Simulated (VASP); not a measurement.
Here is a VASP 6.6.1 calculation.

File INCAR:

```
ALGO = Normal
EDIFF = 1E-7
ENCUT = 520
GGA = PE
ISIF = 2
ISMEAR = 0
LASPH = T
LCHARG = F
LREAL = F
LWAVE = F
NBANDS = 39
NELM = 80
PREC = Accurate
SIGMA = 0.1
```

File KPOINTS:

```
k-points
0
Gamma
  8 8 8
```

POSCAR

```
Ti4C3
1.0
    4.3101681885      0.0000000000      0.0000000000
    0.0000000000      4.3101681885      0.0000000000
    0.0000000000      0.0000000000      4.3101681885
Ti C
4 3
Direct
    0.5000000000      0.5000000000      0.5000000000
    0.0000000000      0.5000000000      0.0000000000
    0.0000000000      0.0000000000      0.5000000000
    0.5000000000      0.0000000000      0.0000000000
    0.5000000000      0.0000000000      0.5000000000
    0.5000000000      0.5000000000      0.0000000000
    0.0000000000      0.5000000000      0.5000000000
```

Potentials or basis: VASP PAW PBE potentials, release 64 (Ti_sv, C).

The run is started by

```console
$ cat potpaw_PBE.64/Ti_sv/POTCAR potpaw_PBE.64/C/POTCAR > POTCAR
$ mpirun -np 1 vasp_std > vasp.out
```

Q: What does it give for the band gap on the k mesh?

A: Zero (bands 30 and 31 overlap by 1.15 eV).

Q: Predict the pressure.

A: 0.2 GPa.
